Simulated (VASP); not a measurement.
Here is a VASP 6.6.1 calculation.

Contents of INCAR:

```
PREC     = Accurate       # precision mode
ENCUT    = 520            # plane-wave cutoff, eV
EDIFF    = 1E-6           # SCF threshold, eV
ISMEAR   = 0              # smearing method
SIGMA    = 0.01           # smearing width, eV
LREAL    = False          # projectors in reciprocal space
LASPH    = True           # aspherical terms in the spheres
NELM     = 60             # most SCF steps
ALGO     = Normal         # electronic algorithm
ISIF     = 2              # what is computed and relaxed
LWAVE    = False          # write WAVECAR
LCHARG   = False          # write CHGCAR
GGA      = PE             # functional
NBANDS   = 18             # bands
```

File KPOINTS:

```
Automatic mesh
0
Gamma
  12 12 12
```

Contents of POSCAR:

```
Si
1.0
    3.8419226018      2.2181350483      1.9359700489
   -3.8419226018      2.2181350483      1.9359700489
    0.0000000000     -4.4362700967      1.9359700489
Si
5
Direct
    0.2039272456      0.2039272456      0.2039272456
    0.7960727544      0.7960727544      0.7960727544
    0.5629236808      0.4370763192      0.0000000000
    0.0000000000      0.5629236808      0.4370763192
    0.4370763192      0.0000000000      0.5629236808
```

Potentials or basis: VASP PAW PBE potentials, release 64 (Si).

Launch:

```sh
$ cat potpaw_PBE.64/Si/POTCAR > POTCAR
$ mpirun -np 1 vasp_std > vasp.out
```

Question: Predict the largest force.

Answer: 0.006 eV/Å.

Question: What does it give for the band gap on the k mesh?

Answer: 0.19 eV (least direct gap 1.01 eV).

Question: Estimate the pressure.

Answer: -0.1 GPa.

Forces on the atoms (eV/Å):
```
Si   0.000  0.000  0.001
Si   0.000  0.000 -0.001
Si   0.006  0.000  0.000
Si  -0.003  0.006  0.000
Si  -0.003 -0.006  0.000
```

Caveat: semilocal functionals underestimate gaps, and a narrow one can read as zero. A k mesh can miss the band edges.
